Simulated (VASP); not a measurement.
Write the native input for VASP 6.6.1 that does the following.

```
Task                   : single point
Functional             : PBE
Potentials or basis    : VASP PAW PBE potentials, release 64 (Pb_d, F)
Cutoff                 : 600 eV
k mesh                 : 6 × 6 × 6
Occupations            : gaussian, width 0.02 eV
Spin                   : no spin polarisation
Dipole correction      : no
Further INCAR settings : ALGO = Normal; EDIFF = 1e-06; NBANDS = 21
```

The structure of PbF2 lies in POSCAR:

```
PbF2
1.0
    0.0000000000      3.0424000000      3.0424000000
    3.0424000000      0.0000000000      3.0424000000
    3.0424000000      3.0424000000      0.0000000000
Pb F
1 2
Direct
    0.0000000000      0.0000000000      0.0000000000
    0.2500000000      0.2500000000      0.2500000000
    0.7500000000      0.7500000000      0.7500000000
```

One way to write it, as run:

INCAR

```
PREC = Accurate
ENCUT = 600
EDIFF = 1E-6
ISMEAR = 0
SIGMA = 0.02
LREAL = F
LASPH = T
NELM = 120
ALGO = Normal
ISIF = 2
LWAVE = F
LCHARG = F
GGA = PE
NBANDS = 21
GGA_COMPAT = F
```

KPOINTS

```
Automatic mesh
0
Gamma
  6 6 6
```

Potentials or basis: VASP PAW PBE potentials, release 64 (Pb_d, F).

Launch:

```sh
$ cat potpaw_PBE.64/Pb_d/POTCAR potpaw_PBE.64/F/POTCAR > POTCAR
$ mpirun -np 1 vasp_std > vasp.out
```

Results of the run:

The pressure is -2.7 GPa and the band gap on the k mesh is 4.39 eV (least direct gap 4.55 eV).

Caveat: spin-orbit coupling is left out, which moves the levels of the heavy elements.

Wall time 16 s on 1 thread of Intel Xeon 8259CL, on a shared host, peak memory 0.2 GiB.
